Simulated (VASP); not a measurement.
BaTe, 2 atoms in the cell. The structure is cubic, space group Fm-3m (No. 225). Conventional cell: a = 6.774 Å, b = 6.774 Å, c = 6.774 Å, α = 90.00°, β = 90.00°, γ = 90.00°. Ba (site symmetry m-3m) has 6 Te at 3.39 Å within 4.5 Å. Te (site symmetry m-3m) has 6 Ba at 3.39 Å within 4.5 Å. 

* Program: VASP 6.6.1
* Task: electric field gradients
* Functional: PBEsol
* Potentials or basis: VASP PAW PBE potentials, release 64 (Ba_sv, Te)
* Cutoff: 520 eV
* k mesh: 10 × 10 × 10
* Occupations: fermi-dirac, width 0.05 eV
* Spin: no spin polarisation
* Dipole correction: no
* Further INCAR settings: ALGO = Normal; EDIFF = 1e-08; NBANDS = 15

Potentials or basis: VASP PAW PBE potentials, release 64 (Ba_sv, Te).

Run with:

```console
$ cat potpaw_PBE.64/Ba_sv/POTCAR potpaw_PBE.64/Te/POTCAR > POTCAR
$ mpirun -np 1 vasp_std > vasp.out
```

Hardware: 1 thread of Intel(R) Xeon(R) Platinum 8559C (Emerald Rapids), with other jobs on the host.

Question: How long does it take, and how much memory?

Answer: It took 31 s on 1 thread of Intel(R) Xeon(R) Platinum 8559C (Emerald Rapids) (shared host), peak memory 0.24 GiB. Counts: scf iterations 16, k points 47.
